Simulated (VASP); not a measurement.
# Ir (Im-3m) in VASP: a series of runs

The runs below take Ir through single point, with r2SCAN.

Program: VASP 6.6.1. These are calculated values, not measurements. Logs are shortened: lines on timing, memory, paths and dates and some standing lists are left out, and cuts for length are marked.

### 1 The cell of the first run

Symmetry: Im-3m, No. 229, cubic system. The conventional cell has a = 3.093 Å, b = 3.093 Å, c = 3.093 Å, α = 90.00°, β = 90.00°, γ = 90.00°. Ir (site symmetry m-3m) has 14 Ir at 2.68 to 3.09 Å within 3.5 Å.

### 2 Single point, r2SCAN, collinear spin, ferromagnetic start

POSCAR

```
Ir
1.0
   -1.5466789079      1.5466789079      1.5466789079
    1.5466789079     -1.5466789079      1.5466789079
    1.5466789079      1.5466789079     -1.5466789079
Ir
1
Direct
    0.0000000000      0.0000000000      0.0000000000
```

INCAR.step1

```
PREC     = Accurate       # precision mode
ENCUT    = 520            # plane-wave cutoff, eV
ISMEAR   = -1             # smearing method
SIGMA    = 0.05           # smearing width, eV
LREAL    = F              # projectors in reciprocal space
LASPH    = T              # aspherical terms in the spheres
NELM     = 150            # most SCF steps
ISPIN    = 2              # spin polarisation
MAGMOM   = 1              # initial moments
LMAXMIX  = 4              # l up to which the mixer works
NBANDS   = 14             # bands
GGA      = PE             # functional
ALGO     = Normal         # electronic algorithm
EDIFF    = 1E-4           # SCF threshold, eV
LWAVE    = T              # write WAVECAR
LCHARG   = F              # write CHGCAR
```

INCAR.step2

```
PREC     = Accurate       # precision mode
ENCUT    = 520            # plane-wave cutoff, eV
EDIFF    = 1E-7           # SCF threshold, eV
ISMEAR   = -1             # smearing method
SIGMA    = 0.05           # smearing width, eV
LREAL    = F              # projectors in reciprocal space
LASPH    = T              # aspherical terms in the spheres
NELM     = 150            # most SCF steps
ALGO     = Normal         # electronic algorithm
ISIF     = 2              # what is computed and relaxed
LWAVE    = F              # write WAVECAR
LCHARG   = F              # write CHGCAR
ISPIN    = 2              # spin polarisation
MAGMOM   = 1              # initial moments
LORBIT   = 11             # projections on sites
LMAXMIX  = 4              # l up to which the mixer works
METAGGA  = R2SCAN         # meta-GGA
LMIXTAU  = T            
NBANDS   = 14             # bands
ISTART   = 1
```

KPOINTS

```
regular mesh
0
Gamma
  14 14 14
```

Potentials or basis: VASP PAW PBE potentials, release 64 (Ir).

The run is started by

```bash
$ cat potpaw_PBE.64/Ir/POTCAR > POTCAR
$ cp INCAR.step1 INCAR
$ mpirun -np 1 vasp_std > vasp.out
$ cp INCAR.step2 INCAR
$ mpirun -np 1 vasp_std > vasp.out
```

OUTCAR:

```text
PREC = Accurate
   ENCUT = 520
   EDIFF = 1E-7
   ISMEAR = -1
   LREAL = F
   LASPH = T
   NELM = 150
   ISIF = 2
   ISPIN = 2
   LORBIT = 11
   METAGGA = R2SCAN
   ISTART = 1

 ion  position               nearest neighbor table
   1  0.000  0.000  0.000-

  LATTYP: Found a body centered cubic cell.
 ALAT       =     3.0933578158

  Lattice vectors:

 A1 = (  -1.5466789079,   1.5466789079,   1.5466789079)
 A2 = (   1.5466789079,  -1.5466789079,   1.5466789079)
 A3 = (   1.5466789079,   1.5466789079,  -1.5466789079)

Analysis of symmetry for initial positions (statically):
=====================================================================
 Subroutine PRICEL returns:
 Original cell was already a primitive cell.

 Routine SETGRP: Setting up the symmetry group for a
 body centered cubic supercell.

 Subroutine GETGRP returns: Found 48 space group operations
 (whereof 48 operations were pure point group operations)
 out of a pool of 48 trial point group operations.

The static configuration has the point symmetry O_h .

Analysis of symmetry for dynamics (positions and initial velocities):
=====================================================================
 Subroutine PRICEL returns:
 Original cell was already a primitive cell.

 Routine SETGRP: Setting up the symmetry group for a
 body centered cubic supercell.

 Subroutine GETGRP returns: Found 48 space group operations
 (whereof 48 operations were pure point group operations)
 out of a pool of 48 trial point group operations.

The dynamic configuration has the point symmetry O_h .

Analysis of structural, dynamic, and magnetic symmetry:
=====================================================================
 Subroutine PRICEL returns:
 Original cell was already a primitive cell.

 Routine SETGRP: Setting up the symmetry group for a
 body centered cubic supercell.

 Subroutine GETGRP returns: Found 48 space group operations
 (whereof 48 operations were pure point group operations)
 out of a pool of 48 trial point group operations.

The overall configuration has the point symmetry O_h .

 Subroutine INISYM returns: Found 48 space group operations
 (whereof 48 operations are pure point group operations),
 and found     1 'primitive' translations

----------------------------------------------------------------------------------------

                                     Primitive cell

  volume of cell :      14.8000

  direct lattice vectors                    reciprocal lattice vectors
    -1.546678908  1.546678908  1.546678908     0.000000000  0.323273303  0.323273303
     1.546678908 -1.546678908  1.546678908     0.323273303  0.000000000  0.323273303
     1.546678908  1.546678908 -1.546678908     0.323273303  0.323273303  0.000000000

  length of vectors
     2.678926451  2.678926451  2.678926451     0.457177490  0.457177490  0.457177490

  position of ions in fractional coordinates (direct lattice)
     0.000000000  0.000000000  0.000000000

  ion indices of the primitive-cell ions
   primitive index   ion index
                 1           1

----------------------------------------------------------------------------------------

 KPOINTS: regular mesh

Automatic generation of k-mesh.
 Grid dimensions read from file:
 generate k-points for:   14   14   14

 Generating k-lattice:

  Cartesian coordinates                     Fractional coordinates (reciprocal lattice)
     0.000000000  0.023090950  0.023090950     0.071428571  0.000000000  0.000000000
     0.023090950  0.000000000  0.023090950     0.000000000  0.071428571  0.000000000
     0.023090950  0.023090950  0.000000000     0.000000000  0.000000000  0.071428571

  Length of vectors
     0.032655535  0.032655535  0.032655535

  Shift w.r.t. Gamma in fractional coordinates (k-lattice)
     0.000000000  0.000000000  0.000000000

 Subroutine IBZKPT returns following result:
 ===========================================

 Found    104 irreducible k-points:

 Following reciprocal coordinates:
            Coordinates               Weight
  0.000000  0.000000  0.000000      1.000000
  0.071429  0.000000  0.000000     12.000000
  0.142857  0.000000  0.000000     12.000000
  0.214286  0.000000  0.000000     12.000000
  0.285714  0.000000  0.000000     12.000000
  0.357143  0.000000  0.000000     12.000000
[... 16 lines left out ...]
  0.285714  0.285714  0.000000     24.000000
  0.357143  0.285714  0.000000     24.000000
 [... further k-points ...]
   k-points           NKPTS =    104   k-points in BZ     NKDIM =    104   number of bands    NBANDS=     14
   number of dos      NEDOS =    301   number of ions     NIONS =      1
   total plane-waves  NPLWV =   8000
   dimension x,y,z NGX =    20 NGY =   20 NGZ =   20
   dimension x,y,z NGXF=    40 NGYF=   40 NGZF=   40
   ions per type =               1
   NGX,Y,Z   is equivalent  to a cutoff of  12.41, 12.41, 12.41 a.u.
   NGXF,Y,Z  is equivalent  to a cutoff of  24.82, 24.82, 24.82 a.u.
 SYSTEM =  unknown system
   PREC   = accura    normal or accurate (medium, high low for compatibility)
   ISTART =      1    job   : 0-new  1-cont  2-samecut
   ICHARG =      0    charge: 1-file 2-atom 10-const
   ISPIN  =      2    spin polarized calculation?
   LNONCOLLINEAR =      F non collinear calculations
   LSORBIT =      F    spin-orbit coupling
   LASPH  =      T    aspherical Exc in radial PAW
   ENCUT  =  520.0 eV  38.22 Ry    6.18 a.u.   4.98  4.98  4.98*2*pi/ulx,y,z
   NELM   =    150;   NELMIN=  2; NELMDL=  0     # of ELM steps
   EDIFF  = 0.1E-06   stopping-criterion for ELM
   LREAL  =      F    real-space projection
   EDIFFG = 0.1E-05   stopping-criterion for IOM
   NSW    =      0    number of steps for IOM
   IBRION =     -1    ionic relax: 0-MD 1-quasi-New 2-CG
   NFREE  =      0    steps in history (QN), initial steepest desc. (CG)
   ISIF   =      2    stress and relaxation
   ISYM   =      2    0-nonsym 1-usesym 2-fastsym
   POTIM  = 0.5000    time-step for ionic-motion
   TEBEG  =    0.0;   TEEND  =   0.0 temperature during run
   PSTRESS=    0.0 pullay stress
   NELECT =       9.0000    total number of electrons
   NUPDOWN=      -1.0000    fix difference up-down
   EMIN   =  10.00;   EMAX   =-10.00  energy-range for DOS
   EFERMI =   0.00;   METHOD = LEGACY
   ISMEAR =    -1;   SIGMA  =   0.05  broadening in eV -4-tet -1-fermi 0-gaus
   EFERMI_NEDOS =   21; number of points for ismear=-14 and -15
   IALGO  =     38    algorithm
   IMIX   =      4    mixing-type and parameters
     AMIX     =   0.40;   BMIX     =  1.00
     AMIX_MAG =   1.60;   BMIX_MAG =  1.00
  volume/ion in A,a.u.               =      14.80        99.88
  Fermi-wavevector in a.u.,A,eV,Ry     =   1.386976  2.621004 26.173548  1.923701
  Thomas-Fermi vector in A             =   2.511241
   LORBIT       =     11    0 simple, 1 ext, 2 COOP (PROOUT), +10 PAW based schemes
   METAGGA = R2SCAN    functional components
   LHFCALC =     F    Hartree Fock is set to
   AEXX    =    0.0000 exact exchange contribution
   IVDW    =     0    specifies the selected vdW correction
   LEPSILON=     F    determine dielectric tensor
   LRPA    =     F    only Hartree local field effects (RPA)
 spin polarized calculation
  energy-cutoff  :      520.00
  volume of cell :       14.80
 maximum number of plane-waves:       418
   NGX =  9   NGY =  9   NGZ =  9

 number of electron       9.0000001 magnetization       0.6836645

 Free energy of the ion-electron system (eV)
  ---------------------------------------------------
  ext. energy  EPLUGINS =         0.00000000
  ---------------------------------------------------
  free energy    TOTEN  =       -51.74840773 eV

  energy without entropy =      -51.73863821  energy(sigma->0) =      -51.74352297

 E-fermi :   9.3283     XC(G=0): -15.0013

 val. band max:        9.3263244669   @ k =   0.3571   0.2143   0.0714
 cond. band min:       9.3363277577   @ k =   0.1429   0.1429   0.0714
 fundamental gap:      0.0100032908
 Fermi energy:         9.3283376002

 spin component 1

 k-point     1 :       0.0000    0.0000    0.0000
  band No.  band energies     occupation
      1      -1.6361      1.00000
      2       5.4061      1.00000
      3       5.4061      1.00000
      4       5.4061      1.00000
      5       8.0602      1.00000
      6       8.0602      1.00000
      7      27.0888      0.00000
      8      27.0888      0.00000
      9      27.0888      0.00000
     10      38.0791      0.00000
     11      38.0791      0.00000
     12      39.3418      0.00000
     13      39.3418      0.00000
     14      39.3418      0.00000
[... 375 lines left out ...]
 k-point    24 :       0.3571    0.2857    0.0000
  band No.  band energies     occupation
      1       3.0033      1.00000
      2       4.2877      1.00000
      3       5.0239      1.00000
      4       8.3568      1.00000
      5       8.8119      0.99997
      6      15.9391      0.00000
      7      16.8961      0.00000
      8      19.4726      0.00000
      9      27.0046      0.00000
     10      33.1507      0.00000
     11      33.6298      0.00000
     12      41.4048      0.00000
     13      41.6037      0.00000
     14      41.6603      0.00000

 [... further k-points ...]

 spin component 2

 k-point     1 :       0.0000    0.0000    0.0000
  band No.  band energies     occupation
      1      -1.6227      1.00000
      2       5.7089      1.00000
      3       5.7090      1.00000
      4       5.7090      1.00000
      5       9.2075      0.91813
      6       9.2075      0.91813
      7      27.0583      0.00000
      8      27.0583      0.00000
      9      27.0583      0.00000
     10      38.0984      0.00000
     11      38.0984      0.00000
     12      40.3925      0.00000
     13      40.3925      0.00000
     14      40.3925      0.00000
[... 375 lines left out ...]
 k-point    24 :       0.3571    0.2857    0.0000
  band No.  band energies     occupation
      1       3.2310      1.00000
      2       4.6709      1.00000
      3       5.4233      1.00000
      4       9.1794      0.95157
      5       9.6263      0.00258
      6      16.3402      0.00000
      7      17.1694      0.00000
      8      19.7336      0.00000
      9      27.2072      0.00000
     10      33.2041      0.00000
     11      33.6812      0.00000
     12      41.9521      0.00000
     13      42.7777      0.00000
     14      42.9092      0.00000

 [... further k-points ...]

------------------------ aborting loop because EDIFF is reached ----------------------------------------

  FORCE on cell =-STRESS in cart. coord.  units (eV):
  Direction    XX          YY          ZZ          XY          YZ          ZX
  --------------------------------------------------------------------------------------
  -------------------------------------------------------------------------------------
  Total        0.1873212      0.1873212      0.1873212     -0.0000000     -0.0000000      0.0000000
  in kB       20.2785536     20.2785536     20.2785536     -0.0000000     -0.0000000      0.0000000
  external PRESSURE =      20.2785536 kB  Pullay stress =       0.0000000 kB

 VOLUME and BASIS-vectors are now :
 -----------------------------------------------------------------------------
  energy-cutoff  :      520.00
  volume of cell :       14.80
      direct lattice vectors                 reciprocal lattice vectors
    -1.546678908  1.546678908  1.546678908     0.000000000  0.323273303  0.323273303
     1.546678908 -1.546678908  1.546678908     0.323273303  0.000000000  0.323273303
     1.546678908  1.546678908 -1.546678908     0.323273303  0.323273303  0.000000000

 POSITION                                       TOTAL-FORCE (eV/Angst)
 -----------------------------------------------------------------------------------
      0.00000      0.00000      0.00000         0.000000      0.000000     -0.000000
 -----------------------------------------------------------------------------------
    total drift:                                0.000000     -0.000000      0.000000

  FREE ENERGIE OF THE ION-ELECTRON SYSTEM (eV)
  ---------------------------------------------------
  free  energy   TOTEN  =       -51.7484077303 eV

  energy  without entropy=      -51.7386382071  energy(sigma->0) =      -51.74352297

 total charge

# of ion       s       p       d       tot
------------------------------------------
    1        0.648   0.652   6.965   8.265

 magnetization (x)

# of ion       s       p       d       tot
------------------------------------------
    1        0.013  -0.015   0.698   0.697
```

It took 65 s on 1 thread of Intel Xeon 6975P-C (Granite Rapids), shared host; peak memory 0.15 GiB.

What came out:

| Item | Value |
| --- | --- |
| Free energy | -51.7484 eV |
| Pressure | 2.0 GPa |
| Net moment | 0.68 μB per cell |
| Site moments | Ir +0.70 μB |
| Valence electrons inside the program's atomic spheres | Ir 8.27 |

Levels at points of the mesh, in eV from the Fermi level:
Spin up:
```
           k point  band 3  band 4  band 5  band 6  band 7  band 8
(0.00, 0.00, 0.00)   -3.92   -3.92   -1.27   -1.27   17.76   17.76
(0.50, 0.00, 0.00)   -1.32   -0.79   -0.11    1.90    7.80   13.61
(0.50, 0.50, 0.50)    1.20    1.20    1.20    8.18    8.18    8.18
```
Spin down:
```
           k point  band 1  band 2  band 3  band 4  band 5  band 6  band 7  band 8
(0.00, 0.00, 0.00)  -10.95   -3.62   -3.62   -3.62   -0.12   -0.12   17.73   17.73
(0.50, 0.00, 0.00)   -7.59   -5.50   -0.40   -0.20    0.39    2.31    8.30   13.69
(0.50, 0.50, 0.50)   -6.91   -6.91    1.61    1.61    1.61    8.12    8.12    8.12
```

Caveat: the PAW data sets were made with another functional, which shifts forces and pressure a little; spin-orbit coupling is left out, which moves the levels of the heavy elements.

(Continued in part 2 of 2.)
